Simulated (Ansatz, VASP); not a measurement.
PbS: VASP beside Ansatz

The input INCAR:

```
PREC = Accurate
ENCUT = 520
EDIFF = 1E-7
ISMEAR = 0
SIGMA = 0.05
LREAL = False
LASPH = True
NELM = 100
ALGO = Normal
ISIF = 2
LWAVE = False
LCHARG = True
GGA = PE
LELF = True
LVHAR = True
NBANDS = 17
```

KPOINTS

```
regular mesh
0
Gamma
  8 8 8
```

The input POSCAR:

```
PbS
1.0
    0.0000000000      2.9657500000      2.9657500000
    2.9657500000      0.0000000000      2.9657500000
    2.9657500000      2.9657500000      0.0000000000
Pb S
1 1
Direct
    0.0000000000      0.0000000000      0.0000000000
    0.4759671949      0.5001896607      0.5001941854
```

Input for Ansatz:

```yaml
crystal:
  lattice:
    - [0.0, 2.96575, 2.96575]
    - [2.96575, 0.0, 2.96575]
    - [2.96575, 2.96575, 0.0]
  atoms:
    - { symbol: Pb, position: [0.0, 0.0, 0.0] }
    - { symbol: S, position: [0.4759671949, 0.5001896607, 0.5001941854] }
basis:
  ecutwfc: 420
  fft_grid_basis: typed
kpoints:
  mp_grid: { grid: [8, 8, 8] }
hamiltonian:
  xc: pbe
scf:
  occupations: { method: gaussian, width: 0.05 }
output:
  forces: true
  stress: true
  eigenvalues: true
  bader: true
  write_density: true
  volumetric_format: npy
```

Alike in both runs: task single point; functional PBE; k mesh 8 × 8 × 8; occupations gaussian, width 0.05 eV; no spin polarisation.

|  | VASP | Ansatz |
| --- | --- | --- |
| version | VASP 6.6.1 | Ansatz 0.2.0 |
| potentials or method | VASP PAW PBE potentials, release 64 (Pb_d, S), cutoff 520 eV | scalar-relativistic, plane waves, PAW |
| valence electrons in the cell | 20 | 20 |

|  | VASP | Ansatz | Ansatz less VASP |
| --- | --- | --- | --- |
| gap on the k mesh at the Fermi level (eV) | 0.38 | 0.38 | -0.007 |
| pressure (GPa) | 2.3 | 2.4 | +0.07 |
| traceless stress, the component that is largest in VASP (GPa) | -0.14 | -0.14 | 0.000 |
| rms of the force components (eV/Å) | 0.037 | 0.037 | -0.0006 |

Atom by atom the forces differ by 0.001 eV/Å (rms over components). With one functional, cell and mesh, what is left measures potentials, basis and numerics. Ansatz's warnings: structure snapped to symmetry.

Spin-orbit coupling is off throughout.
